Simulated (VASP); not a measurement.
A run of VASP 6.6.1 is set up as follows.

INCAR

```
PREC = Accurate ; ENCUT = 520
EDIFF = 1E-6 ; ISMEAR = -1
SIGMA = 0.05 ; LREAL = F
LASPH = T ; NELM = 60
ALGO = Normal ; ISIF = 2
LWAVE = F ; LCHARG = F
GGA = CA ; NBANDS = 12
```

Contents of KPOINTS:

```
Automatic mesh
0
Gamma
  14 14 14
```

Contents of POSCAR:

```
In
1.0
   -1.6207113306      1.6207113306      2.4656758579
    1.6207113306     -1.6207113306      2.4656758579
    1.6207113306      1.6207113306     -2.4656758579
In
1
Direct
    0.0000000000      0.0000000000      0.0000000000
```

Potentials or basis: VASP PAW LDA potentials, release 64 (In_d).

Run with:

```bash
$ cat potpaw_LDA.64/In_d/POTCAR > POTCAR
$ mpirun -np 1 vasp_std > vasp.out
```

(1) Estimate the pressure.

## Answers

(1) -2.3 GPa.
